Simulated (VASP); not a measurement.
# KBr (P6_3/mmc) in VASP: settings compared

The runs below take KBr through single point, with PBE-based global hybrid with 30 % exact exchange, HSE06.

Program: VASP 6.6.1. These are calculated values, not measurements. Logs are shortened: lines on timing, memory, paths and dates and some standing lists are left out, and cuts for length are marked.

## 1. The cell of the first run

The structure is hexagonal, space group P6_3/mmc (No. 194). Conventional cell: a = 5.619 Å, b = 5.619 Å, c = 6.554 Å, α = 90.00°, β = 90.00°, γ = 120.00°. K (site symmetry -6m2) has 5 Br at 3.24 to 3.28 Å within 4.3 Å. Br (site symmetry -6m2) has 5 K at 3.24 to 3.28 Å within 4.3 Å.

## 2. Single point, PBE-based global hybrid with 30 % exact exchange

POSCAR reads:

```
KBr
1.0
    5.6185814494      0.0000000000      0.0000000000
   -2.8092907247      4.8658342684      0.0000000000
    0.0000000000      0.0000000000      6.5538300027
K Br
2 2
Direct
    0.3333333333      0.6666666667     -0.0625000000
    0.6666666667      0.3333333333      0.4375000000
    0.3333333333      0.6666666667      0.4375000000
    0.6666666667      0.3333333333      0.9375000000
```

INCAR.step1 reads:

```
SYSTEM = KBr
PREC = Accurate
ENCUT = 520
EDIFF = 1E-5
ISMEAR = 0
SIGMA = 0.01
LREAL = .FALSE.
LASPH = .TRUE.
NELM = 80
ALGO = Normal
ISIF = 2
LWAVE = .TRUE.
NBANDS = 24
GGA = PE
```

INCAR.step2 reads:

```
SYSTEM = KBr
PREC = Accurate
ENCUT = 520
EDIFF = 1E-6
ISMEAR = 0
SIGMA = 0.01
LREAL = .FALSE.
LASPH = .TRUE.
NELM = 80
ALGO = Normal
ISIF = 2
LWAVE = .FALSE.
LCHARG = .TRUE.
GGA = PE
LHFCALC = .TRUE.
AEXX = 0.3
PRECFOCK = Normal
LELF = .TRUE.
LVHAR = .TRUE.
NBANDS = 24
ISTART = 1
```

KPOINTS reads:

```
regular mesh
0
G
  3 3 2
  0 0 0
```

Potentials or basis: VASP PAW PBE potentials, release 64 (K_sv, Br).

On the command line:

```console
$ cat potpaw_PBE.64/K_sv/POTCAR potpaw_PBE.64/Br/POTCAR > POTCAR
$ cp INCAR.step1 INCAR
$ mpirun -np 1 vasp_std > vasp.out
$ cp INCAR.step2 INCAR
$ mpirun -np 1 vasp_std > vasp.out
```

OUTCAR:

```text
SYSTEM = KBr
   PREC = Accurate
   ENCUT = 520
   EDIFF = 1E-6
   ISMEAR = 0
   LREAL = .FALSE.
   LASPH = .TRUE.
   NELM = 80
   ISIF = 2
   GGA = PE
   LHFCALC = .TRUE.
   AEXX = 0.3
   PRECFOCK = Normal
   ISTART = 1

 ion  position               nearest neighbor table
   1  0.333  0.667  0.938-   4 3.24   4 3.24   4 3.24   3 3.28   3 3.28
   2  0.667  0.333  0.438-   3 3.24   3 3.24   3 3.24   4 3.28   4 3.28
   3  0.333  0.667  0.438-   2 3.24   2 3.24   2 3.24   1 3.28   1 3.28
   4  0.667  0.333  0.938-   1 3.24   1 3.24   1 3.24   2 3.28   2 3.28

  LATTYP: Found a hexagonal cell.
 ALAT       =     5.6185814494
 C/A-ratio  =     1.1664563488

  Lattice vectors:

 A1 = (   5.6185814494,   0.0000000000,   0.0000000000)
 A2 = (  -2.8092907247,   4.8658342684,   0.0000000000)
 A3 = (   0.0000000000,   0.0000000000,   6.5538300027)

Analysis of symmetry for initial positions (statically):
=====================================================================
 Subroutine PRICEL returns:
 Original cell was already a primitive cell.

 Routine SETGRP: Setting up the symmetry group for a
 hexagonal supercell.

 Subroutine GETGRP returns: Found 24 space group operations
 (whereof  6 operations were pure point group operations)
 out of a pool of 24 trial point group operations.

The static configuration has the point symmetry C_3v.
 The point group associated with its full space group is D_6h.

Analysis of symmetry for dynamics (positions and initial velocities):
=====================================================================
 Subroutine PRICEL returns:
 Original cell was already a primitive cell.

 Routine SETGRP: Setting up the symmetry group for a
 hexagonal supercell.

 Subroutine GETGRP returns: Found 24 space group operations
 (whereof  6 operations were pure point group operations)
 out of a pool of 24 trial point group operations.

The dynamic configuration has the point symmetry C_3v.
 The point group associated with its full space group is D_6h.

 Subroutine INISYM returns: Found 24 space group operations
 (whereof  6 operations are pure point group operations),
 and found     1 'primitive' translations

----------------------------------------------------------------------------------------

                                     Primitive cell

  volume of cell :     179.1757

  direct lattice vectors                    reciprocal lattice vectors
     5.618581449  0.000000000  0.000000000     0.177980867  0.102757302  0.000000000
    -2.809290725  4.865834268  0.000000000     0.000000000  0.205514603  0.000000000
     0.000000000  0.000000000  6.553830003     0.000000000  0.000000000  0.152582536

  length of vectors
     5.618581449  5.618581449  6.553830003     0.205514603  0.205514603  0.152582536

  position of ions in fractional coordinates (direct lattice)
     0.333333333  0.666666667  0.937500000
     0.666666667  0.333333333  0.437500000
     0.333333333  0.666666667  0.437500000
     0.666666667  0.333333333  0.937500000

  ion indices of the primitive-cell ions
   primitive index   ion index
                 1           1
                 2           2
                 3           3
                 4           4

----------------------------------------------------------------------------------------

 KPOINTS: regular mesh

Automatic generation of k-mesh.
 Grid dimensions read from file:
 generate k-points for:    3    3    2

 Generating k-lattice:

  Cartesian coordinates                     Fractional coordinates (reciprocal lattice)
     0.059326956  0.034252434  0.000000000     0.333333333  0.000000000  0.000000000
     0.000000000  0.068504868  0.000000000     0.000000000  0.333333333  0.000000000
     0.000000000  0.000000000  0.076291268     0.000000000  0.000000000  0.500000000

  Length of vectors
     0.068504868  0.068504868  0.076291268

  Shift w.r.t. Gamma in fractional coordinates (k-lattice)
     0.000000000  0.000000000  0.000000000

 Subroutine IBZKPT returns following result:
 ===========================================

 Found      6 irreducible k-points:

 Following reciprocal coordinates:
            Coordinates               Weight
  0.000000  0.000000  0.000000      1.000000
  0.333333 -0.000000  0.000000      6.000000
  0.333333  0.333333  0.000000      2.000000
  0.000000  0.000000  0.500000      1.000000
  0.333333 -0.000000  0.500000      6.000000
  0.333333  0.333333  0.500000      2.000000
   k-points           NKPTS =      6   k-points in BZ     NKDIM =     18   number of bands    NBANDS=     24
   number of dos      NEDOS =    301   number of ions     NIONS =      4
   total plane-waves  NPLWV =  88200
   dimension x,y,z NGX =    42 NGY =   42 NGZ =   50
   dimension x,y,z NGXF=    84 NGYF=   84 NGZF=  100
   ions per type =               2   2
   NGX,Y,Z   is equivalent  to a cutoff of  12.43, 12.43, 12.68 a.u.
   NGXF,Y,Z  is equivalent  to a cutoff of  24.85, 24.85, 25.37 a.u.
 SYSTEM =  KBr
   PREC   = accura    normal or accurate (medium, high low for compatibility)
   ISTART =      1    job   : 0-new  1-cont  2-samecut
   ICHARG =      0    charge: 1-file 2-atom 10-const
   ISPIN  =      1    spin polarized calculation?
   LNONCOLLINEAR =      F non collinear calculations
   LSORBIT =      F    spin-orbit coupling
   LASPH  =      T    aspherical Exc in radial PAW
   ENCUT  =  520.0 eV  38.22 Ry    6.18 a.u.  10.45 10.45 12.19*2*pi/ulx,y,z
   NELM   =     80;   NELMIN=  2; NELMDL=  0     # of ELM steps
   EDIFF  = 0.1E-05   stopping-criterion for ELM
   LREAL  =      F    real-space projection
   EDIFFG = 0.1E-04   stopping-criterion for IOM
   NSW    =      0    number of steps for IOM
   IBRION =     -1    ionic relax: 0-MD 1-quasi-New 2-CG
   NFREE  =      0    steps in history (QN), initial steepest desc. (CG)
   ISIF   =      2    stress and relaxation
   ISYM   =      3    0-nonsym 1-usesym 2-fastsym
   POTIM  = 0.5000    time-step for ionic-motion
   TEBEG  =    0.0;   TEEND  =   0.0 temperature during run
   PSTRESS=    0.0 pullay stress
   NELECT =      32.0000    total number of electrons
   NUPDOWN=      -1.0000    fix difference up-down
   EMIN   =  10.00;   EMAX   =-10.00  energy-range for DOS
   EFERMI =   0.00;   METHOD = LEGACY
   ISMEAR =     0;   SIGMA  =   0.01  broadening in eV -4-tet -1-fermi 0-gaus
   EFERMI_NEDOS =   21; number of points for ismear=-14 and -15
   IALGO  =     38    algorithm
   IMIX   =      1    mixing-type and parameters
     AMIX     =   0.40;   BMIX     =  1.00
     AMIX_MAG =   1.60;   BMIX_MAG =  1.00
  volume/ion in A,a.u.               =      44.79       302.28
  Fermi-wavevector in a.u.,A,eV,Ry     =   0.921931  1.742197 11.564365  0.849957
  Thomas-Fermi vector in A             =   2.047402
   LORBIT       =      0    0 simple, 1 ext, 2 COOP (PROOUT), +10 PAW based schemes
   GGA     = PE    functional components
   LHFCALC =     T    Hartree Fock is set to
   PRECFOCK=normal    Normal, Fast or Accurate (Low or Medium for compatibility)
   ENCUT4O =  -1.0   cutoff for four orbital integrals eV
   NKREDX  =     1    reduce k-point grid by
   NKREDY  =     1    reduce k-point grid by
   NKREDZ  =     1    reduce k-point grid by
   AEXX    =    0.3000 exact exchange contribution
   HFSCREEN=    0.0000 screening length (either q_TF or 0.3 A-1)
   HFSCREENC=   0.0000 screening length for correlation (either q_TF or 0.3 A-1)
   ENCUTFOCK=  -1.0 apply spherical cutoff to Coloumb kernel
   IVDW    =     0    specifies the selected vdW correction
   LEPSILON=     F    determine dielectric tensor
   LRPA    =     F    only Hartree local field effects (RPA)
 non-spin polarized calculation
 Gauss-broadening in eV      SIGMA  =   0.01
  energy-cutoff  :      520.00
  volume of cell :      179.18
 maximum number of plane-waves:      4860
 NGX is ok and might be reduce to    42
  NGX = 32; NGY = 32; NGZ = 40

 number of electron      32.0000003 magnetization

 Free energy of the ion-electron system (eV)
  ---------------------------------------------------
  ext. energy  EPLUGINS =         0.00000000
  ---------------------------------------------------
  free energy    TOTEN  =       -15.81466723 eV

  energy without entropy =      -15.81466723  energy(sigma->0) =      -15.81466723

 E-fermi :  -3.9860     XC(G=0):  -4.7033

 val. band max:       -4.0538731001   @ k =   0.0000   0.0000   0.0000
 cond. band min:       2.3679453664   @ k =   0.0000   0.0000   0.0000
 fundamental gap:      6.4218184666
 Fermi energy:        -3.9860480845

 k-point     1 :       0.0000    0.0000    0.0000
  band No.  band energies     occupation
      1     -34.6257      2.00000
      2     -34.6189      2.00000
      3     -17.5348      2.00000
      4     -17.4356      2.00000
      5     -16.5425      2.00000
      6     -16.5170      2.00000
[... 16 lines left out ...]
     23       6.7825      0.00000
     24       7.1063      0.00000

 k-point     2 :       0.3333   -0.0000    0.0000
  band No.  band energies     occupation
      1     -34.6239      2.00000
      2     -34.6200      2.00000
      3     -17.6175      2.00000
      4     -17.5691      2.00000
      5     -16.5254      2.00000
      6     -16.5241      2.00000
[... 16 lines left out ...]
     23       6.8750      0.00000
     24       7.1281      0.00000

 k-point     3 :       0.3333    0.3333    0.0000
  band No.  band energies     occupation
      1     -34.6218      2.00000
      2     -34.6218      2.00000
      3     -17.6387      2.00000
      4     -17.6387      2.00000
      5     -16.5364      2.00000
      6     -16.5001      2.00000
[... 16 lines left out ...]
     23       6.5863      0.00000
     24       8.0925      0.00000

 k-point     4 :       0.0000    0.0000    0.5000
  band No.  band energies     occupation
      1     -34.6223      2.00000
      2     -34.6223      2.00000
      3     -17.6077      2.00000
      4     -17.6077      2.00000
      5     -16.5004      2.00000
      6     -16.5004      2.00000
[... 16 lines left out ...]
     23       7.6460      0.00000
     24       7.6460      0.00000

 k-point     5 :       0.3333   -0.0000    0.5000
  band No.  band energies     occupation
      1     -34.6219      2.00000
      2     -34.6219      2.00000
      3     -17.6962      2.00000
      4     -17.6961      2.00000
      5     -16.5051      2.00000
      6     -16.5051      2.00000
[... 16 lines left out ...]
     23       7.2218      0.00000
     24       7.2218      0.00000

 k-point     6 :       0.3333    0.3333    0.5000
  band No.  band energies     occupation
      1     -34.6217      2.00000
      2     -34.6217      2.00000
      3     -17.7350      2.00000
      4     -17.7350      2.00000
      5     -16.5122      2.00000
      6     -16.5122      2.00000
[... 16 lines left out ...]
     23       7.0717      0.00000
     24       7.0717      0.00000

------------------------ aborting loop because EDIFF is reached ----------------------------------------

  FORCE on cell =-STRESS in cart. coord.  units (eV):
  Direction    XX          YY          ZZ          XY          YZ          ZX
  --------------------------------------------------------------------------------------
  -------------------------------------------------------------------------------------
  Total        0.1347062      0.1347062      0.2843495      0.0000000      0.0000000     -0.0000000
  in kB        1.2045338      1.2045338      2.5426345      0.0000000      0.0000000     -0.0000000
  external PRESSURE =       1.6505673 kB  Pullay stress =       0.0000000 kB

 VOLUME and BASIS-vectors are now :
 -----------------------------------------------------------------------------
  energy-cutoff  :      520.00
  volume of cell :      179.18
      direct lattice vectors                 reciprocal lattice vectors
     5.618581449  0.000000000  0.000000000     0.177980867  0.102757302  0.000000000
    -2.809290725  4.865834268  0.000000000     0.000000000  0.205514603  0.000000000
     0.000000000  0.000000000  6.553830003     0.000000000  0.000000000  0.152582536

 POSITION                                       TOTAL-FORCE (eV/Angst)
 -----------------------------------------------------------------------------------
     -0.00000      3.24389      6.14422        -0.000000     -0.000000      0.000000
      2.80929      1.62194      2.86730         0.000000      0.000000      0.000000
     -0.00000      3.24389      2.86730        -0.000000      0.000000     -0.000000
      2.80929      1.62194      6.14422         0.000000     -0.000000      0.000000
 -----------------------------------------------------------------------------------
    total drift:                                0.000009      0.000004     -0.000025

  FREE ENERGIE OF THE ION-ELECTRON SYSTEM (eV)
  ---------------------------------------------------
  free  energy   TOTEN  =       -15.8146672283 eV

  energy  without entropy=      -15.8146672283  energy(sigma->0) =      -15.81466723
```

It took 6.7 min on 1 thread of Intel Xeon Platinum 8488C (Sapphire Rapids), shared host; peak memory 0.34 GiB.

What came out:

```
Free energy            : -15.8147 eV
Pressure               : 0.2 GPa
Band gap on the k mesh : 6.42 eV
```

Caveat: the k points lie up to 0.48 Å⁻¹ apart; the structure was generated, so it needn't be the stable form of KBr; the PAW data sets were made with another functional, which shifts forces and pressure a little.

## 3. Single point, HSE06

POSCAR is that of step 2.

INCAR.step1 reads:

```
SYSTEM = KBr
ALGO = Normal
EDIFF = 1E-5
ENCUT = 520
GGA = PE
ISIF = 2
ISMEAR = -1
LASPH = .True.
LCHARG = .False.
LREAL = .False.
LWAVE = .True.
NBANDS = 24
NELM = 80
PREC = Accurate
SIGMA = 0.5
```

INCAR.step2 reads:

```
SYSTEM = KBr
ALGO = Normal
EDIFF = 1E-6
ENCUT = 520
GGA = PE
HFSCREEN = 0.2079
ISIF = 2
ISMEAR = -1
ISTART = 1
LASPH = .True.
LCHARG = .False.
LHFCALC = .True.
LREAL = .False.
LWAVE = .False.
NBANDS = 24
NELM = 80
PREC = Accurate
PRECFOCK = Normal
SIGMA = 0.5
```

KPOINTS reads:

```
k-points
0
Gamma
  3 3 2
  0 0 0
```

Potentials or basis: VASP PAW PBE potentials, release 64 (K_sv, Br).

On the command line:

```console
$ cat potpaw_PBE.64/K_sv/POTCAR potpaw_PBE.64/Br/POTCAR > POTCAR
$ cp INCAR.step1 INCAR
$ mpirun -np 1 vasp_std > vasp.out
$ cp INCAR.step2 INCAR
$ mpirun -np 1 vasp_std > vasp.out
```

Wall time 9.5 min (1 thread of Intel Xeon Platinum 8488C (Sapphire Rapids), shared host); peak memory 0.42 GiB.

It converged, with:

```
Free energy            : -14.1664 eV
Pressure               : 0.3 GPa
Band gap on the k mesh : 5.30 eV
```

Stress tensor (GPa, compression positive):
```
0.23 0.00 0.00
0.00 0.23 0.00
0.00 0.00 0.38
```

Levels at points of the mesh, in eV from the valence-band top:
```tsv
k point	band 14	band 15	band 16	band 17	band 18	band 19
(0.00, 0.00, 0.00)	-0.29	-0.29	0.00	5.30	8.28	8.78
(0.00, 0.00, 0.50)	-0.42	-0.42	-0.42	6.59	6.59	9.65
```

Caveat: the k points lie up to 0.48 Å⁻¹ apart; so wide a smearing shifts energies and pressures; the structure was generated, so it needn't be the stable form of KBr; the PAW data sets were made with another functional, which shifts forces and pressure a little.
